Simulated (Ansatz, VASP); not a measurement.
# Be in VASP and in Ansatz

File INCAR:

```
SYSTEM = Be
PREC     = Accurate       ! precision mode
ENCUT    = 600            ! plane-wave cutoff, eV
EDIFF    = 1E-6           ! SCF threshold, eV
ISMEAR   = -1             ! smearing method
SIGMA    = 0.05           ! smearing width, eV
LREAL    = .False.        ! projectors in reciprocal space
LASPH    = .True.         ! aspherical terms in the spheres
NELM     = 120            ! most SCF steps
ALGO     = Normal         ! electronic algorithm
ISIF     = 2              ! what is computed and relaxed
LWAVE    = .False.        ! write WAVECAR
LCHARG   = .True.         ! write CHGCAR
GGA      = PS             ! functional
LELF     = .True.         ! ELF
LVHAR    = .True.       
NBANDS   = 9              ! bands
GGA_COMPAT= .False.
```

The input KPOINTS:

```
regular mesh
0
Gamma
  15 15 15
  0 0 0
```

The input POSCAR:

```
Be
1.0
    0.0000000000      2.3083146653      2.3083146653
    2.3083146653      0.0000000000      2.3083146653
    2.3083146653      2.3083146653      0.0000000000
Be
2
Direct
   -0.1250000000     -0.1250000000     -0.1250000000
    0.1250000000      0.1250000000      0.1250000000
```

Input for Ansatz:

```yaml
crystal:
  lattice:
    - [0.0, 2.3083146653, 2.3083146653]
    - [2.3083146653, 0.0, 2.3083146653]
    - [2.3083146653, 2.3083146653, 0.0]
  atoms:
    - { symbol: Be, position: [-0.125, -0.125, -0.125] }
    - { symbol: Be, position: [0.125, 0.125, 0.125] }
kpoints:
  mp_grid: { grid: [15, 15, 15] }
scf:
  occupations: { method: fermi_dirac, width: 0.05 }
hamiltonian:
  xc: pbesol
  pseudopotentials: { kind: all_electron, lapw: { basis_error: 0.001 } }
output:
  forces: true
  stress: true
  eigenvalues: true
  populations: true
```

Change from the starting cell: volume scaled by 0.85, LAPW.

Alike in both runs: task single point; functional PBEsol; k mesh 15 × 15 × 15; occupations fermi-dirac, width 0.05 eV; no spin polarisation.

|  | VASP | Ansatz |
| --- | --- | --- |
| version | VASP 6.6.1 | Ansatz 0.2.0 |
| potentials or method | VASP PAW PBE potentials, release 64 (Be), cutoff 600 eV | all-electron LAPW, scalar-relativistic |

|  | VASP | Ansatz | Ansatz less VASP |
| --- | --- | --- | --- |
| pressure (GPa) | 9.9 | 9.7 | -0.18 |

VASP's potentials were made for PBE, not for PBEsol. Ansatz ran all-electron here, and VASP with PAW potentials.
